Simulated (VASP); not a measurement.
Wanted: the native input for a VASP 6.6.1 run.

| Quantity | Value |
| --- | --- |
| Task | single point |
| Functional | PBE |
| Potentials or basis | VASP PAW PBE potentials, release 64 (Y_sv, N) |
| Cutoff | 600 eV |
| k mesh | 8 × 8 × 8 |
| Occupations | gaussian, width 0.01 eV |
| Spin | no spin polarisation |
| Dipole correction | no |
| Further INCAR settings | ALGO = Normal; EDIFF = 1e-06; NBANDS = 15 |

The structure of YN lies in POSCAR:

```
YN
1.0
    0.0000000000      2.4774711717      2.4774711717
    2.4774711717      0.0000000000      2.4774711717
    2.4774711717      2.4774711717      0.0000000000
Y N
1 1
Direct
    0.0000000000      0.0000000000      0.0000000000
    0.5000000000      0.5000000000      0.5000000000
```

The input as run:

INCAR

```
SYSTEM = YN
PREC = Accurate
ENCUT = 600
EDIFF = 1E-6
ISMEAR = 0
SIGMA = 0.01
LREAL = .FALSE.
LASPH = .TRUE.
NELM = 120
ALGO = Normal
ISIF = 2
LWAVE = .FALSE.
LCHARG = .FALSE.
GGA = PE
NBANDS = 15
GGA_COMPAT = .FALSE.
```

KPOINTS

```
Automatic mesh
0
G
  8 8 8
  0 0 0
```

Potentials or basis: VASP PAW PBE potentials, release 64 (Y_sv, N).

The run is started by

```sh
$ cat potpaw_PBE.64/Y_sv/POTCAR potpaw_PBE.64/N/POTCAR > POTCAR
$ mpirun -np 1 vasp_std > vasp.out
```

Results of the run:

* Pressure: -4.6 GPa
* Band gap on the k mesh: 0.25 eV (least direct gap 0.67 eV)

Caveat: the cell stands under tension; semilocal functionals underestimate gaps, and a narrow one can read as zero.

Run time: 15 s on 1 thread of Intel(R) Xeon(R) Platinum 8375C CPU @ 2.90GHz (Ice Lake), on a shared host, peak memory 0.18 GiB.
